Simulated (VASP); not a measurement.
Set up this calculation in VASP 6.6.1, as the native input.

| Quantity | Value |
| --- | --- |
| Task | single point |
| Functional | PBE |
| Potentials or basis | VASP PAW PBE potentials, release 64 (Sb, Ga_d) |
| Cutoff | 520 eV |
| k mesh | 3 × 3 × 1 |
| Occupations | gaussian, width 0.1 eV |
| Spin | no spin polarisation |
| Dipole correction | yes |
| Further INCAR settings | LREAL = Auto; ALGO = Normal; EDIFF = 1e-06; NBANDS = 86 |

The structure of GaSb lies in POSCAR:

```
GaSb
1.0
    8.7876985891      0.0000000000      0.0000000000
   -4.3938492945      7.6103702190      0.0000000000
    0.0000000000      0.0000000000     20.4844536576
Sb Ga
8 8
Direct
    0.5000000000      0.0000000000      0.3905400717
    0.5000000000      0.5000000000      0.3905400717
    0.0000000000      0.0000000000      0.3905400717
    0.0000000000      0.5000000000      0.3905400717
    0.6666666667      0.8333333333      0.5746712467
    0.6666666667      0.3333333333      0.5746712467
    0.1666666667      0.8333333333      0.5746712467
    0.1666666667      0.3333333333      0.5746712467
    0.1666666667      0.8333333333      0.4343240430
    0.1666666667      0.3333333333      0.4343240430
    0.6666666667      0.8333333333      0.4343240430
    0.6666666667      0.3333333333      0.4343240430
    0.3333333333      0.6666666667      0.6086501993
    0.3333333333      0.1666666667      0.6086501993
    0.8333333333      0.6666666667      0.6086501993
    0.8333333333      0.1666666667      0.6086501993
```

The input as run:

INCAR

```
SYSTEM = GaSb
PREC     = Accurate       ! precision mode
ENCUT    = 520            ! plane-wave cutoff, eV
EDIFF    = 1E-6           ! SCF threshold, eV
ISMEAR   = 0              ! smearing method
SIGMA    = 0.1            ! smearing width, eV
LREAL    = Auto         
LASPH    = .True.         ! aspherical terms in the spheres
NELM     = 60             ! most SCF steps
ALGO     = Normal         ! electronic algorithm
ISIF     = 2              ! what is computed and relaxed
LWAVE    = .False.        ! write WAVECAR
LCHARG   = .False.        ! write CHGCAR
LDIPOL   = .True.       
IDIPOL   = 3            
DIPOL    = 0.5 0.5 0.502
GGA      = PE             ! functional
NBANDS   = 86             ! bands
```

KPOINTS

```
Automatic mesh
0
Gamma
  3 3 1
  0 0 0
```

Potentials or basis: VASP PAW PBE potentials, release 64 (Sb, Ga_d).

Run with:

```sh
$ cat potpaw_PBE.64/Sb/POTCAR potpaw_PBE.64/Ga_d/POTCAR > POTCAR
$ mpirun -np 1 vasp_std > vasp.out
```

It gave:

```json
{"Largest force": "0.191 eV/Å", "Band gap on the k mesh": "zero (filled and empty bands touch)"}
```

Caveat: spin-orbit coupling is left out, which moves the levels of the heavy elements.

Run time: 30 min on 1 thread of Intel Xeon 8259CL, with other jobs on the host, peak memory 1.4 GiB.
